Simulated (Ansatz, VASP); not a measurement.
One calculation of NbP, two programs

```xyz
4
Lattice="-1.6580 1.6580 5.6258 1.6580 -1.6580 5.6258 1.6580 1.6580 -5.6258" Properties=species:S:1:pos:R:3 pbc="T T T"
Nb    0.0000    0.0000    8.4416
Nb    1.6580    0.0000    5.6287
P     0.0000    0.0000    3.7398
P     1.6580    0.0000    0.9269
```

Alike in both runs: functional PBE; dispersion D3(BJ); k mesh 20 × 20 × 20; occupations gaussian, width 0.1 eV; no spin polarisation.

Ansatz relaxed the structure, and its values are those at the end. VASP's run is a single point on that final structure, the one shown.

|  | VASP | Ansatz |
| --- | --- | --- |
| version | VASP 6.6.1 | Ansatz 0.2.0 |
| potentials or method | VASP PAW PBE potentials, release 64 (Nb_sv, P), cutoff 500 eV | scalar-relativistic, plane waves, PAW |
| valence electrons in the cell | 36 | 36 |

|  | VASP | Ansatz | Ansatz less VASP |
| --- | --- | --- | --- |
| gap on the k mesh at the Fermi level (eV) | none | none | - |
| pressure (GPa) | -0.5 | 0.0 | +0.45 |

A gap of «none» marks a metal or a gap that the smearing closes.
